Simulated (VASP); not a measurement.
# MgH2 in VASP: a series of runs

The runs below take MgH2 through single point, with PBE.

Program: VASP 6.6.1. These are calculated values, not measurements. Logs are shortened: lines on timing, memory, paths and dates and some standing lists are left out, and cuts for length are marked.

### Step 1. The cell of the first run

It takes space group Fm-3m (No. 225, cubic). The conventional cell has a = 4.758 Å, b = 4.758 Å, c = 4.758 Å, α = 90.00°, β = 90.00°, γ = 90.00°. Within 2.7 Å of Mg (site symmetry m-3m) lie 8 H at 2.06 Å. Within 2.7 Å of H (site symmetry -43m) lie 4 Mg at 2.06 Å and 6 H at 2.38 Å.

### Step 2. Single point, PBE

INCAR reads:

```
SYSTEM = MgH2
ALGO     = Normal         ! electronic algorithm
EDIFF    = 1E-7           ! SCF threshold, eV
ENCUT    = 520            ! plane-wave cutoff, eV
GGA      = PE             ! functional
ISIF     = 2              ! what is computed and relaxed
ISMEAR   = 0              ! smearing method
LASPH    = .TRUE.         ! aspherical terms in the spheres
LCHARG   = .FALSE.        ! write CHGCAR
LREAL    = .FALSE.        ! projectors in reciprocal space
LWAVE    = .FALSE.        ! write WAVECAR
NBANDS   = 13             ! bands
NELM     = 100            ! most SCF steps
PREC     = Accurate       ! precision mode
SIGMA    = 0.1            ! smearing width, eV
```

KPOINTS reads:

```
k-points
0
G
  12 12 12
  0 0 0
```

POSCAR reads:

```
MgH2
1.0
   -2.3792399281      0.0000000000     -2.3792399281
   -2.3792399281     -2.3792399281      0.0000000000
   -4.7584798562      2.3792399281      2.3792399281
Mg H
2 4
Direct
    0.5000000000      0.5000000000      0.5000000000
    1.0000000000      1.0000000000      1.0000000000
    0.6250000000      0.6250000000      0.1250000000
    0.1250000000      0.1250000000      0.6250000000
    0.8750000000      0.8750000000      0.3750000000
    0.3750000000      0.3750000000      0.8750000000
```

Potentials or basis: VASP PAW PBE potentials, release 64 (Mg, H).

Started as:

```console
$ cat potpaw_PBE.64/Mg/POTCAR potpaw_PBE.64/H/POTCAR > POTCAR
$ mpirun -np 1 vasp_std > vasp.out
```

OUTCAR:

```text
SYSTEM = MgH2
   EDIFF = 1E-7
   ENCUT = 520
   GGA = PE
   ISIF = 2
   ISMEAR = 0
   LASPH = .TRUE.
   LREAL = .FALSE.
   NELM = 100
   PREC = Accurate

 ion  position               nearest neighbor table
   1  0.500  0.500  0.500-   3 2.06   4 2.06   5 2.06   6 2.06   4 2.06   4 2.06   5 2.06   5 2.06
                             2 3.36   2 3.36   2 3.36   2 3.36   2 3.36   2 3.36
   2  0.000  0.000  0.000-   3 2.06   4 2.06   5 2.06   6 2.06   3 2.06   3 2.06   6 2.06   6 2.06
                             1 3.36   1 3.36   1 3.36   1 3.36   1 3.36   1 3.36
   3  0.625  0.625  0.125-   1 2.06   2 2.06   2 2.06   2 2.06
   4  0.125  0.125  0.625-   1 2.06   2 2.06   1 2.06   1 2.06
   5  0.875  0.875  0.375-   1 2.06   2 2.06   1 2.06   1 2.06
   6  0.375  0.375  0.875-   1 2.06   2 2.06   2 2.06   2 2.06

  LATTYP: Found a trigonal (rhomboedric) cell.
 ALAT       =     5.8279237995
 COS(alpha) =     0.8333333333

  Lattice vectors:

 A1 = (  -2.3792399281,   2.3792399281,   4.7584798562)
 A2 = (  -2.3792399281,   4.7584798562,   2.3792399281)
 A3 = (  -4.7584798562,   2.3792399281,   2.3792399281)

Analysis of symmetry for initial positions (statically):
=====================================================================
 Subroutine PRICEL returns following result:

  LATTYP: Found a face centered cubic cell.
 ALAT       =     4.7584798562

  Lattice vectors:

 A1 = (   2.3792399281,   0.0000000000,  -2.3792399281)
 A2 = (   0.0000000000,   2.3792399281,  -2.3792399281)
 A3 = (   2.3792399281,   2.3792399281,   0.0000000000)

   2 primitive cells build up your supercell.

 Routine SETGRP: Setting up the symmetry group for a
 trigonal (rhombohedral) supercell.

 Subroutine GETGRP returns: Found 12 space group operations
 (whereof 12 operations were pure point group operations)
 out of a pool of 12 trial point group operations.

The static configuration has the point symmetry D_3d.

Analysis of symmetry for dynamics (positions and initial velocities):
=====================================================================
 Subroutine PRICEL returns following result:

  LATTYP: Found a face centered cubic cell.
 ALAT       =     4.7584798562

  Lattice vectors:

 A1 = (   2.3792399281,   0.0000000000,  -2.3792399281)
 A2 = (   0.0000000000,   2.3792399281,  -2.3792399281)
 A3 = (   2.3792399281,   2.3792399281,   0.0000000000)

   2 primitive cells build up your supercell.

 Routine SETGRP: Setting up the symmetry group for a
 trigonal (rhombohedral) supercell.

 Subroutine GETGRP returns: Found 12 space group operations
 (whereof 12 operations were pure point group operations)
 out of a pool of 12 trial point group operations.

The dynamic configuration has the point symmetry D_3d.

 Subroutine INISYM returns: Found 12 space group operations
 (whereof 12 operations are pure point group operations),
 and found     2 'primitive' translations

----------------------------------------------------------------------------------------

                                     Primitive cell

  volume of cell :      26.9367

  direct lattice vectors                    reciprocal lattice vectors
     2.379239928  0.000000000 -2.379239928     0.210151147 -0.210151147 -0.210151147
     0.000000000  2.379239928 -2.379239928    -0.210151147  0.210151147 -0.210151147
     2.379239928  2.379239928  0.000000000     0.210151147  0.210151147  0.210151147

  length of vectors
     3.364753374  3.364753374  3.364753374     0.363992464  0.363992464  0.363992464

  position of ions in fractional coordinates (direct lattice)
     0.000000000  0.000000000  0.000000000
     0.750000000  0.750000000  0.750000000
     0.250000000  0.250000000  0.250000000

  ion indices of the primitive-cell ions
   primitive index   ion index
                 1           1
                 2           3
                 3           6

----------------------------------------------------------------------------------------

 KPOINTS: k-points

Automatic generation of k-mesh.
 Grid dimensions read from file:
 generate k-points for:   12   12   12

 Generating k-lattice:

  Cartesian coordinates                     Fractional coordinates (reciprocal lattice)
    -0.008756298  0.008756298 -0.026268893     0.083333333  0.000000000  0.000000000
    -0.008756298 -0.026268893  0.008756298     0.000000000  0.083333333 -0.000000000
    -0.008756298  0.008756298  0.008756298     0.000000000  0.000000000  0.083333333

  Length of vectors
     0.029041354  0.029041354  0.015166353

  Shift w.r.t. Gamma in fractional coordinates (k-lattice)
     0.000000000  0.000000000  0.000000000

 Subroutine IBZKPT returns following result:
 ===========================================

 Found    189 irreducible k-points:

 Following reciprocal coordinates:
            Coordinates               Weight
  0.000000  0.000000  0.000000      1.000000
  0.083333  0.000000  0.000000      6.000000
  0.166667  0.000000  0.000000      6.000000
  0.250000  0.000000  0.000000      6.000000
  0.333333  0.000000  0.000000      6.000000
  0.416667  0.000000  0.000000      6.000000
[... 16 lines left out ...]
  0.500000  0.166667  0.000000     12.000000
 -0.416667  0.166667 -0.000000     12.000000
 [... further k-points ...]
   k-points           NKPTS =    189   k-points in BZ     NKDIM =    189   number of bands    NBANDS=     13
   number of dos      NEDOS =    301   number of ions     NIONS =      6
   total plane-waves  NPLWV =  37632
   dimension x,y,z NGX =    28 NGY =   28 NGZ =   48
   dimension x,y,z NGXF=    56 NGYF=   56 NGZF=   96
   ions per type =               2   4
   NGX,Y,Z   is equivalent  to a cutoff of  13.83, 13.83, 13.69 a.u.
   NGXF,Y,Z  is equivalent  to a cutoff of  27.67, 27.67, 27.38 a.u.
 SYSTEM =  MgH2
   PREC   = accura    normal or accurate (medium, high low for compatibility)
   ISTART =      0    job   : 0-new  1-cont  2-samecut
   ICHARG =      2    charge: 1-file 2-atom 10-const
   ISPIN  =      1    spin polarized calculation?
   LNONCOLLINEAR =      F non collinear calculations
   LSORBIT =      F    spin-orbit coupling
   LASPH  =      T    aspherical Exc in radial PAW
   ENCUT  =  520.0 eV  38.22 Ry    6.18 a.u.   6.26  6.26 10.84*2*pi/ulx,y,z
   NELM   =    100;   NELMIN=  2; NELMDL= -5     # of ELM steps
   EDIFF  = 0.1E-06   stopping-criterion for ELM
   LREAL  =      F    real-space projection
   EDIFFG = 0.1E-05   stopping-criterion for IOM
   NSW    =      0    number of steps for IOM
   IBRION =     -1    ionic relax: 0-MD 1-quasi-New 2-CG
   NFREE  =      0    steps in history (QN), initial steepest desc. (CG)
   ISIF   =      2    stress and relaxation
   ISYM   =      2    0-nonsym 1-usesym 2-fastsym
   POTIM  = 0.5000    time-step for ionic-motion
   TEBEG  =    0.0;   TEEND  =   0.0 temperature during run
   PSTRESS=    0.0 pullay stress
   NELECT =       8.0000    total number of electrons
   NUPDOWN=      -1.0000    fix difference up-down
   EMIN   =  10.00;   EMAX   =-10.00  energy-range for DOS
   EFERMI =   0.00;   METHOD = LEGACY
   ISMEAR =     0;   SIGMA  =   0.10  broadening in eV -4-tet -1-fermi 0-gaus
   EFERMI_NEDOS =   21; number of points for ismear=-14 and -15
   IALGO  =     38    algorithm
   IMIX   =      4    mixing-type and parameters
     AMIX     =   0.40;   BMIX     =  1.00
     AMIX_MAG =   1.60;   BMIX_MAG =  1.00
  volume/ion in A,a.u.               =       8.98        60.59
  Fermi-wavevector in a.u.,A,eV,Ry     =   0.866922  1.638245 10.225505  0.751553
  Thomas-Fermi vector in A             =   1.985381
   LORBIT       =      0    0 simple, 1 ext, 2 COOP (PROOUT), +10 PAW based schemes
   GGA     = PE    functional components
   LHFCALC =     F    Hartree Fock is set to
   AEXX    =    0.0000 exact exchange contribution
   IVDW    =     0    specifies the selected vdW correction
   LEPSILON=     F    determine dielectric tensor
   LRPA    =     F    only Hartree local field effects (RPA)
 non-spin polarized calculation
 Gauss-broadening in eV      SIGMA  =   0.10
  energy-cutoff  :      520.00
  volume of cell :       53.87
 maximum number of plane-waves:      1474
 NGX is ok and might be reduce to    28
   NGX = 13   NGY = 13   NGZ = 21

 number of electron       8.0000002 magnetization

 Free energy of the ion-electron system (eV)
  ---------------------------------------------------
  ext. energy  EPLUGINS =         0.00000000
  ---------------------------------------------------
  free energy    TOTEN  =       -16.99585099 eV

  energy without entropy =      -16.99302898  energy(sigma->0) =      -16.99443999

 E-fermi :   2.9744     XC(G=0):  -8.9495

 val. band max:        2.9643851286   @ k =   0.4167   0.4167   0.1667
 cond. band min:       3.0488224683   @ k =  -0.4167   0.4167   0.0833
 fundamental gap:      0.0844373397
 Fermi energy:         2.9743922387

 k-point     1 :       0.0000    0.0000    0.0000
  band No.  band energies     occupation
      1      -7.0005      2.00000
      2      -2.7480      2.00000
      3      -2.6498      2.00000
      4       3.8801      0.00000
      5       9.7635      0.00000
      6      10.2262      0.00000
      7      11.9996      0.00000
      8      11.9996      0.00000
      9      12.1039      0.00000
     10      12.1039      0.00000
     11      12.2994      0.00000
     12      12.2994      0.00000
     13      12.2994      0.00000

 k-point     2 :       0.0833    0.0000    0.0000
  band No.  band energies     occupation
      1      -6.8840      2.00000
      2      -2.8366      2.00000
      3      -2.3953      2.00000
      4       3.6213      0.00000
      5       8.5387      0.00000
      6       9.4693      0.00000
      7      10.9527      0.00000
      8      11.6430      0.00000
      9      11.7597      0.00000
     10      12.1681      0.00000
     11      12.5956      0.00000
[... 339 lines left out ...]
 k-point    24 :      -0.4167    0.1667   -0.0000
  band No.  band energies     occupation
      1      -2.9278      2.00000
      2      -2.8295      2.00000
      3      -1.1482      2.00000
      4      -0.6598      2.00000
      5       4.7815      0.00000
      6       5.4520      0.00000
      7       5.4997      0.00000
      8       6.4442      0.00000
      9      10.9950      0.00000
     10      12.0908      0.00000
     11      12.1232      0.00000
     12      13.9995      0.00000
     13      15.3004      0.00000

 [... further k-points ...]

------------------------ aborting loop because EDIFF is reached ----------------------------------------

  FORCE on cell =-STRESS in cart. coord.  units (eV):
  Direction    XX          YY          ZZ          XY          YZ          ZX
  --------------------------------------------------------------------------------------
  -------------------------------------------------------------------------------------
  Total       -0.1443436     -0.1443436     -0.1443436     -0.0021978      0.0021978     -0.0021978
  in kB       -4.2927269     -4.2927269     -4.2927269     -0.0653626      0.0653626     -0.0653626
  external PRESSURE =      -4.2927269 kB  Pullay stress =       0.0000000 kB

 VOLUME and BASIS-vectors are now :
 -----------------------------------------------------------------------------
  energy-cutoff  :      520.00
  volume of cell :       53.87
      direct lattice vectors                 reciprocal lattice vectors
    -2.379239928  0.000000000 -2.379239928    -0.105075574  0.105075574 -0.315226721
    -2.379239928 -2.379239928  0.000000000    -0.105075574 -0.315226721  0.105075574
    -4.758479856  2.379239928  2.379239928    -0.105075574  0.105075574  0.105075574

 POSITION                                       TOTAL-FORCE (eV/Angst)
 -----------------------------------------------------------------------------------
     -4.75848      0.00000      0.00000         0.000000      0.000000      0.000000
      0.00000      0.00000      0.00000         0.000000      0.000000      0.000000
     -3.56886     -1.18962     -1.18962         0.000045     -0.000045     -0.000045
     -3.56886      1.18962      1.18962         0.000045     -0.000045     -0.000045
     -5.94810     -1.18962     -1.18962        -0.000045      0.000045      0.000045
     -5.94810      1.18962      1.18962        -0.000045      0.000045      0.000045
 -----------------------------------------------------------------------------------
    total drift:                               -0.000000      0.000000     -0.000000

  FREE ENERGIE OF THE ION-ELECTRON SYSTEM (eV)
  ---------------------------------------------------
  free  energy   TOTEN  =       -16.9958509939 eV

  energy  without entropy=      -16.9930289770  energy(sigma->0) =      -16.99443999
```

Wall time 62 s (1 thread of AMD EPYC 9R45 (Zen 5), shared host); peak memory 0.24 GiB.

Results:

```yaml
Free_energy: -16.9959 eV
Pressure: -0.4 GPa
Band_gap_on_the_k_mesh: zero (bands 4 and 5 overlap by 1.28 eV)
```

Levels at points of the mesh, in eV from the Fermi level:
```csv
k point,band 2,band 3,band 4,band 5,band 6,band 7
"(0.00, 0.00, 0.00)",-5.72,-5.62,0.91,6.79,7.25,9.03
"(0.50, 0.00, 0.00)",-6.16,-3.73,-3.73,2.26,2.26,4.67
"(0.50, 0.50, 0.00)",-5.72,-5.62,-2.36,-0.37,4.71,4.71
"(0.00, 0.00, 0.50)",-8.85,-1.41,-1.41,6.96,6.96,8.56
```

### Step 3. Single point, PBE

INCAR reads:

```
PREC = Accurate ; ENCUT = 520
EDIFF = 1E-6 ; ISMEAR = 0
SIGMA = 0.1 ; LREAL = F
LASPH = T ; NELM = 60
ALGO = Normal ; ISIF = 2
LWAVE = F ; LCHARG = T
GGA = PE ; LELF = T
LVHAR = T ; NBANDS = 13
```

KPOINTS reads:

```
regular mesh
0
Gamma
  12 12 12
```

POSCAR reads:

```
MgH2
1.0
   -2.3856423797     -0.0089547900     -2.3853310440
   -2.3827820949     -2.3836879428     -0.0118159449
   -4.7481913382      2.3777270237      2.3707597818
Mg H
2 4
Direct
    0.5008532478      0.5006723235      0.4999216298
    0.9997931065      0.9998797004      1.0000677347
    0.6250495038      0.6246722898      0.1251161704
    0.1249413288      0.1256061269      0.6247892618
    0.8749037980      0.8746792463      0.3748668186
    0.3744590151      0.3744903132      0.8752383847
```

Potentials or basis: VASP PAW PBE potentials, release 64 (Mg, H).

Started as:

```console
$ cat potpaw_PBE.64/Mg/POTCAR potpaw_PBE.64/H/POTCAR > POTCAR
$ mpirun -np 1 vasp_std > vasp.out
```

Run time: 4.4 min. Hardware: 1 thread of AMD EPYC 9R45 (Zen 5), shared host; peak memory 0.62 GiB.

The run converged. Its results:

```yaml
Free_energy: -16.9957 eV
Pressure: -0.4 GPa
Largest_force: 0.014 eV/Å
Band_gap_on_the_k_mesh: zero (bands 4 and 5 overlap by 1.28 eV)
```

Forces on the atoms (eV/Å):
```
Mg   0.012  0.004  0.007
Mg   0.001  0.001  0.000
H   -0.002 -0.007 -0.002
H   -0.004  0.002 -0.002
H   -0.006  0.001  0.001
H   -0.001 -0.002 -0.004
```

Levels at points of the mesh, in eV from the Fermi level:
```csv
k point,band 1,band 2,band 3,band 4,band 5,band 6,band 7,band 8,band 9
"(0.00, 0.00, 0.00)",-9.97,-5.71,-5.62,0.91,6.77,7.24,8.97,9.05,9.08
"(0.50, 0.00, 0.00)",-6.16,-6.16,-3.73,-3.72,2.27,2.27,4.66,4.66,5.75
"(0.00, 0.50, 0.00)",-6.16,-6.16,-3.72,-3.71,2.25,2.26,4.65,4.66,5.73
"(0.50, 0.50, 0.00)",-5.76,-5.73,-5.65,-2.36,-0.37,4.65,4.76,6.84,7.30
"(0.00, 0.00, 0.50)",-8.84,-8.84,-1.41,-1.40,6.95,6.96,8.49,8.49,8.59
"(0.50, 0.00, 0.50)",-5.72,-5.72,-5.62,-2.36,-0.37,4.67,4.74,6.78,7.24
"(0.00, 0.50, 0.50)",-5.73,-5.70,-5.61,-2.36,-0.37,4.64,4.78,6.76,7.23
"(0.50, 0.50, 0.50)",-6.18,-6.18,-3.76,-3.76,2.28,2.28,4.68,4.70,5.85
```

The gap in the log of VASP goes by the Fermi energy; the results here count the filled bands.